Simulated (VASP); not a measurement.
Write the native input for VASP 6.6.1 that does the following.

- Task: single point
- Functional: PBE
- Potentials or basis: VASP PAW PBE potentials, release 64 (B, N)
- Cutoff: 520 eV
- k mesh: 12 × 12 × 4
- Occupations: gaussian, width 0.02 eV
- Spin: no spin polarisation
- Dipole correction: no
- Further INCAR settings: ALGO = Normal; EDIFF = 1e-06; NBANDS = 16

The structure of BN lies in POSCAR:

```
BN
1.0
    2.3614502894      0.0000000000      0.0000000000
   -1.1807251447      2.2082468930      0.0000000000
    0.0000000000      0.0000000000      8.4683059297
B N
2 2
Direct
    0.3264416345      0.6525902788      0.2500000000
    0.6735583655      0.3474097212      0.7500000000
    0.3438745516      0.6881408291      0.7500000000
    0.6561254484      0.3118591709      0.2500000000
```

This cell differs from its parent crystal: uniaxial strain along a: -6.0 %.

The input as run:

INCAR

```
SYSTEM = BN
PREC = Accurate
ENCUT = 520
EDIFF = 1E-6
ISMEAR = 0
SIGMA = 0.02
LREAL = .False.
LASPH = .True.
NELM = 100
ALGO = Normal
ISIF = 2
LWAVE = .False.
LCHARG = .False.
GGA = PE
NBANDS = 16
```

KPOINTS

```
regular mesh
0
Gamma
  12 12 4
  0 0 0
```

Potentials or basis: VASP PAW PBE potentials, release 64 (B, N).

Launch:

```console
$ cat potpaw_PBE.64/B/POTCAR potpaw_PBE.64/N/POTCAR > POTCAR
$ mpirun -np 1 vasp_std > vasp.out
```

Results of the run:

```
Pressure               : 14.9 GPa
Largest force          : 0.437 eV/Å
Band gap on the k mesh : 4.28 eV (least direct gap 4.86 eV)
```

Caveat: the cell differs from its parent crystal (uniaxial strain along a: -6.0 %); the stress differs along the axes, from -1 to 46 GPa; this functional lacks dispersion, which binds layers or chains, so the pressure and a relaxed spacing across them are unreliable.

Wall time 4 min on 1 thread of Intel Xeon 8259CL, with other jobs on the host, peak memory 0.25 GiB.
